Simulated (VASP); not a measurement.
# ScB2N3 (R-3m) in VASP: notebook

ScB2N3 is run at these levels: PBE; tasks: single point.

Everything below comes from runs of VASP 6.6.1. Logs are shortened: lines on timing, memory, paths and dates and some standing lists are left out, and cuts for length are marked.

## 1. The cell of the first run

It takes space group R-3m (No. 166, trigonal). Conventional cell: a = 4.352 Å, b = 4.352 Å, c = 13.122 Å, α = 90.00°, β = 90.00°, γ = 120.00°. Sc (site symmetry -3m) has 2 B at 1.78 Å within 2.4 Å. B (site symmetry 3m) has 3 N at 1.32 Å and 1 Sc at 1.78 Å within 1.8 Å. Within 1.8 Å of N (site symmetry 2/m) lie 2 B at 1.32 Å.

## 2. Single point, PBE

INCAR

```
SYSTEM = ScB2N3
PREC = Accurate
ENCUT = 520
EDIFF = 1E-7
ISMEAR = 0
SIGMA = 0.1
LREAL = .FALSE.
LASPH = .TRUE.
NELM = 100
ALGO = Normal
ISIF = 2
LWAVE = .FALSE.
LCHARG = .FALSE.
GGA = PE
NBANDS = 25
```

KPOINTS

```
Automatic mesh
0
G
  6 6 6
  0 0 0
```

POSCAR

```
ScB2N3
1.0
    2.1759222500      1.2562693000      4.3741266700
   -2.1759222500      1.2562693000      4.3741266700
    0.0000000000     -2.5125385900      4.3741266700
Sc B N
1 2 3
Direct
    0.5000000000      0.5000000000      0.5000000000
    0.6356566300      0.6356566300      0.6356566300
    0.3643433700      0.3643433700      0.3643433700
    0.5000000000      0.5000000000      0.0000000000
    0.0000000000      0.5000000000      0.5000000000
    0.5000000000      0.0000000000      0.5000000000
```

Potentials or basis: VASP PAW PBE potentials, release 64 (Sc_sv, B, N).

Run with:

```bash
> cat potpaw_PBE.64/Sc_sv/POTCAR potpaw_PBE.64/B/POTCAR potpaw_PBE.64/N/POTCAR > POTCAR
> mpirun -np 1 vasp_std > vasp.out
```

OUTCAR:

```text
SYSTEM = ScB2N3
   PREC = Accurate
   ENCUT = 520
   EDIFF = 1E-7
   ISMEAR = 0
   LREAL = .FALSE.
   LASPH = .TRUE.
   NELM = 100
   ISIF = 2
   GGA = PE

 ion  position               nearest neighbor table
   1  0.500  0.500  0.500-   2 1.78   3 1.78   4 2.52   4 2.52   6 2.52   5 2.52   6 2.52   5 2.52

   2  0.636  0.636  0.636-   4 1.32   5 1.32   6 1.32   1 1.78
   3  0.364  0.364  0.364-   4 1.32   5 1.32   6 1.32   1 1.78
   4  0.500  0.500  0.000-   2 1.32   3 1.32   1 2.52   1 2.52
   5  0.000  0.500  0.500-   2 1.32   3 1.32   1 2.52   1 2.52
   6  0.500  0.000  0.500-   2 1.32   3 1.32   1 2.52   1 2.52

  LATTYP: Found a trigonal (rhomboedric) cell.
 ALAT       =     5.0443864163
 COS(alpha) =     0.6278654038

  Lattice vectors:

 A1 = (   2.1759222500,   1.2562693000,   4.3741266700)
 A2 = (  -2.1759222500,   1.2562693000,   4.3741266700)
 A3 = (   0.0000000000,  -2.5125385900,   4.3741266700)

Analysis of symmetry for initial positions (statically):
=====================================================================
 Subroutine PRICEL returns:
 Original cell was already a primitive cell.

 Routine SETGRP: Setting up the symmetry group for a
 trigonal (rhombohedral) supercell.

 Subroutine GETGRP returns: Found 12 space group operations
 (whereof 12 operations were pure point group operations)
 out of a pool of 12 trial point group operations.

The static configuration has the point symmetry D_3d.

Analysis of symmetry for dynamics (positions and initial velocities):
=====================================================================
 Subroutine PRICEL returns:
 Original cell was already a primitive cell.

 Routine SETGRP: Setting up the symmetry group for a
 trigonal (rhombohedral) supercell.

 Subroutine GETGRP returns: Found 12 space group operations
 (whereof 12 operations were pure point group operations)
 out of a pool of 12 trial point group operations.

The dynamic configuration has the point symmetry D_3d.

 Subroutine INISYM returns: Found 12 space group operations
 (whereof 12 operations are pure point group operations),
 and found     1 'primitive' translations

----------------------------------------------------------------------------------------

                                     Primitive cell

  volume of cell :      71.7412

  direct lattice vectors                    reciprocal lattice vectors
     2.175922250  1.256269300  4.374126670     0.229787622  0.132667946  0.076205688
    -2.175922250  1.256269300  4.374126670    -0.229787622  0.132667946  0.076205688
     0.000000000 -2.512538590  4.374126670     0.000000000 -0.265335891  0.076205688

  length of vectors
     5.044386416  5.044386416  5.044386414     0.276062388  0.276062388  0.276062388

  position of ions in fractional coordinates (direct lattice)
     0.500000000  0.500000000  0.500000000
     0.635656630  0.635656630  0.635656630
     0.364343370  0.364343370  0.364343370
     0.500000000  0.500000000  1.000000000
     0.000000000  0.500000000  0.500000000
     0.500000000  0.000000000  0.500000000

  ion indices of the primitive-cell ions
   primitive index   ion index
                 1           1
                 2           2
                 3           3
                 4           4
                 5           5
                 6           6

----------------------------------------------------------------------------------------

 KPOINTS: Automatic mesh

Automatic generation of k-mesh.
 Grid dimensions read from file:
 generate k-points for:    6    6    6

 Generating k-lattice:

  Cartesian coordinates                     Fractional coordinates (reciprocal lattice)
     0.038297937  0.022111324  0.012700948     0.166666667  0.000000000 -0.000000000
    -0.038297937  0.022111324  0.012700948     0.000000000  0.166666667 -0.000000000
     0.000000000 -0.044222649  0.012700948    -0.000000000 -0.000000000  0.166666667

  Length of vectors
     0.046010398  0.046010398  0.046010398

  Shift w.r.t. Gamma in fractional coordinates (k-lattice)
     0.000000000  0.000000000  0.000000000

 Subroutine IBZKPT returns following result:
 ===========================================

 Found     32 irreducible k-points:

 Following reciprocal coordinates:
            Coordinates               Weight
  0.000000  0.000000  0.000000      1.000000
  0.166667  0.000000 -0.000000      6.000000
  0.333333  0.000000 -0.000000      6.000000
  0.500000  0.000000  0.000000      3.000000
  0.166667  0.166667 -0.000000      6.000000
  0.333333  0.166667 -0.000000     12.000000
[... 16 lines left out ...]
  0.500000  0.500000  0.166667      6.000000
 -0.333333  0.500000  0.166667     12.000000
 [... further k-points ...]
   k-points           NKPTS =     32   k-points in BZ     NKDIM =     32   number of bands    NBANDS=     25
   number of dos      NEDOS =    301   number of ions     NIONS =      6
   total plane-waves  NPLWV =  64000
   dimension x,y,z NGX =    40 NGY =   40 NGZ =   40
   dimension x,y,z NGXF=    80 NGYF=   80 NGZF=   80
   ions per type =               1   2   3
   NGX,Y,Z   is equivalent  to a cutoff of  13.18, 13.18, 13.18 a.u.
   NGXF,Y,Z  is equivalent  to a cutoff of  26.37, 26.37, 26.37 a.u.
 SYSTEM =  ScB2N3
   PREC   = accura    normal or accurate (medium, high low for compatibility)
   ISTART =      0    job   : 0-new  1-cont  2-samecut
   ICHARG =      2    charge: 1-file 2-atom 10-const
   ISPIN  =      1    spin polarized calculation?
   LNONCOLLINEAR =      F non collinear calculations
   LSORBIT =      F    spin-orbit coupling
   LASPH  =      T    aspherical Exc in radial PAW
   ENCUT  =  520.0 eV  38.22 Ry    6.18 a.u.   9.38  9.38  9.38*2*pi/ulx,y,z
   NELM   =    100;   NELMIN=  2; NELMDL= -5     # of ELM steps
   EDIFF  = 0.1E-06   stopping-criterion for ELM
   LREAL  =      F    real-space projection
   EDIFFG = 0.1E-05   stopping-criterion for IOM
   NSW    =      0    number of steps for IOM
   IBRION =     -1    ionic relax: 0-MD 1-quasi-New 2-CG
   NFREE  =      0    steps in history (QN), initial steepest desc. (CG)
   ISIF   =      2    stress and relaxation
   ISYM   =      2    0-nonsym 1-usesym 2-fastsym
   POTIM  = 0.5000    time-step for ionic-motion
   TEBEG  =    0.0;   TEEND  =   0.0 temperature during run
   PSTRESS=    0.0 pullay stress
   NELECT =      32.0000    total number of electrons
   NUPDOWN=      -1.0000    fix difference up-down
   EMIN   =  10.00;   EMAX   =-10.00  energy-range for DOS
   EFERMI =   0.00;   METHOD = LEGACY
   ISMEAR =     0;   SIGMA  =   0.10  broadening in eV -4-tet -1-fermi 0-gaus
   EFERMI_NEDOS =   21; number of points for ismear=-14 and -15
   IALGO  =     38    algorithm
   IMIX   =      4    mixing-type and parameters
     AMIX     =   0.40;   BMIX     =  1.00
     AMIX_MAG =   1.60;   BMIX_MAG =  1.00
  volume/ion in A,a.u.               =      11.96        80.69
  Fermi-wavevector in a.u.,A,eV,Ry     =   1.250840  2.363746 21.287700  1.564602
  Thomas-Fermi vector in A             =   2.384816
   LORBIT       =      0    0 simple, 1 ext, 2 COOP (PROOUT), +10 PAW based schemes
   GGA     = PE    functional components
   LHFCALC =     F    Hartree Fock is set to
   AEXX    =    0.0000 exact exchange contribution
   IVDW    =     0    specifies the selected vdW correction
   LEPSILON=     F    determine dielectric tensor
   LRPA    =     F    only Hartree local field effects (RPA)
 non-spin polarized calculation
 Gauss-broadening in eV      SIGMA  =   0.10
  energy-cutoff  :      520.00
  volume of cell :       71.74
 maximum number of plane-waves:      1945
 NGX is ok and might be reduce to    40
   NGX = 19   NGY = 19   NGZ = 19

 number of electron      31.9999998 magnetization

 Free energy of the ion-electron system (eV)
  ---------------------------------------------------
  ext. energy  EPLUGINS =         0.00000000
  ---------------------------------------------------
  free energy    TOTEN  =       -36.67249581 eV

  energy without entropy =      -36.66216695  energy(sigma->0) =      -36.66733138

 E-fermi :   3.4712     XC(G=0):  -9.3919

 val. band max:        3.4205926595   @ k =   0.3333   0.1667   0.1667
 cond. band min:       3.5090252449   @ k =   0.1667   0.1667  -0.0000
 fundamental gap:      0.0884325854
 Fermi energy:         3.4712067528

 k-point     1 :       0.0000    0.0000    0.0000
  band No.  band energies     occupation
      1     -45.8349      2.00000
      2     -25.0127      2.00000
      3     -24.6092      2.00000
      4     -24.6092      2.00000
      5     -15.9275      2.00000
      6     -11.6898      2.00000
[... 17 lines left out ...]
     24      12.5383      0.00000
     25      12.8251      0.00000

 k-point     2 :       0.1667    0.0000   -0.0000
  band No.  band energies     occupation
      1     -45.8348      2.00000
      2     -25.0143      2.00000
      3     -24.6135      2.00000
      4     -24.6099      2.00000
      5     -15.7654      2.00000
      6     -12.1986      2.00000
[... 17 lines left out ...]
     24      12.1975      0.00000
     25      12.4014      0.00000

 k-point     3 :       0.3333    0.0000   -0.0000
  band No.  band energies     occupation
      1     -45.8344      2.00000
      2     -25.0176      2.00000
      3     -24.6219      2.00000
      4     -24.6114      2.00000
      5     -15.3305      2.00000
      6     -13.1265      2.00000
[... 17 lines left out ...]
     24      11.8919      0.00000
     25      12.1024      0.00000

 k-point     4 :       0.5000    0.0000    0.0000
  band No.  band energies     occupation
      1     -45.8342      2.00000
      2     -25.0193      2.00000
      3     -24.6261      2.00000
      4     -24.6122      2.00000
      5     -14.9638      2.00000
      6     -13.6863      2.00000
[... 17 lines left out ...]
     24      11.6003      0.00000
     25      11.6941      0.00000
[... 477 lines left out ...]
 k-point    22 :      -0.1667    0.3333    0.1667
  band No.  band energies     occupation
      1     -45.8342      2.00000
      2     -25.0218      2.00000
      3     -24.6229      2.00000
      4     -24.6161      2.00000
      5     -14.9179      2.00000
      6     -13.6952      2.00000
[... 17 lines left out ...]
     24      10.0623      0.00000
     25      11.3627      0.00000

 k-point    23 :       0.5000    0.5000    0.1667
  band No.  band energies     occupation
      1     -45.8343      2.00000
      2     -25.0335      2.00000
      3     -24.6209      2.00000
      4     -24.6160      2.00000
      5     -15.1109      2.00000
      6     -13.2325      2.00000
[... 17 lines left out ...]
     24       9.4840      0.00000
     25      11.5180      0.00000

 k-point    24 :      -0.3333    0.5000    0.1667
  band No.  band energies     occupation
      1     -45.8341      2.00000
      2     -25.0298      2.00000
      3     -24.6225      2.00000
      4     -24.6182      2.00000
      5     -14.7412      2.00000
      6     -13.8083      2.00000
[... 17 lines left out ...]
     24       9.5922      0.00000
     25      10.0106      0.00000

 [... further k-points ...]
[... 5 lines left out ...]
  --------------------------------------------------------------------------------------
  -------------------------------------------------------------------------------------
  Total       27.6258306     27.6258306     17.5035092      0.0000000      0.0000000      0.0000000
  in kB      616.9602755    616.9602754    390.9011835      0.0000000      0.0000003      0.0000000
  external PRESSURE =     541.6072448 kB  Pullay stress =       0.0000000 kB

 VOLUME and BASIS-vectors are now :
 -----------------------------------------------------------------------------
  energy-cutoff  :      520.00
  volume of cell :       71.74
      direct lattice vectors                 reciprocal lattice vectors
     2.175922250  1.256269300  4.374126670     0.229787622  0.132667946  0.076205688
    -2.175922250  1.256269300  4.374126670    -0.229787622  0.132667946  0.076205688
     0.000000000 -2.512538590  4.374126670     0.000000000 -0.265335891  0.076205688

 POSITION                                       TOTAL-FORCE (eV/Angst)
 -----------------------------------------------------------------------------------
      0.00000      0.00000      6.56119        -0.000000     -0.000000     -0.000000
      0.00000      0.00000      8.34133        -0.000000      0.000000      7.032614
      0.00000      0.00000      4.78105        -0.000000     -0.000000     -7.032614
      0.00000      1.25627      4.37413         0.000000      0.000000      0.000000
     -1.08796     -0.62813      4.37413        -0.000000     -0.000000      0.000000
      1.08796     -0.62813      4.37413         0.000000      0.000000      0.000000
 -----------------------------------------------------------------------------------
    total drift:                               -0.000000      0.000000     -0.000000

  FREE ENERGIE OF THE ION-ELECTRON SYSTEM (eV)
  ---------------------------------------------------
  free  energy   TOTEN  =       -36.6724958120 eV

  energy  without entropy=      -36.6621669467  energy(sigma->0) =      -36.66733138
```

Run time: 54 s. Hardware: 1 thread of AMD EPYC 9R45 (Zen 5), shared host; peak memory 0.23 GiB.

What came out:

| Property | Result |
| --- | --- |
| Free energy | -36.6725 eV |
| Pressure | 54.2 GPa |
| Largest force | 7.033 eV/Å |
| Band gap on the k mesh | zero (band 16 reaches 3.76 eV, above the bottom of band 17 at 3.36 eV) |

Forces in eV/Å, atoms in the order of the input:
```
Sc   0.000  0.000  0.000
B    0.000  0.000  7.033
B    0.000  0.000 -7.033
N    0.000  0.000  0.000
N    0.000  0.000  0.000
N    0.000  0.000  0.000
```

Levels at points of the mesh, in eV from the Fermi level:
```
           k point  band 12  band 13  band 14  band 15  band 16  band 17  band 18  band 19  band 20  band 21
(0.00, 0.00, 0.00)    -2.79    -2.79    -2.74    -0.66     0.29     0.29     1.39     1.39     2.01     2.14
(0.50, 0.00, 0.00)    -4.94    -3.12    -2.17    -1.69    -0.63     0.79     1.02     2.18     2.54     2.61
(0.50, 0.50, 0.00)    -3.92    -3.19    -2.06    -2.04    -0.15     0.89     1.75     2.43     2.66     2.79
(0.50, 0.50, 0.50)    -3.31    -3.31    -0.81     0.06     0.06     2.02     2.10     2.10     2.75     4.04
```

Caveat: forces of over 1 eV/Å act on the atoms, so gaps and moduli don't describe the material at rest.

[end of part 1 of 2]
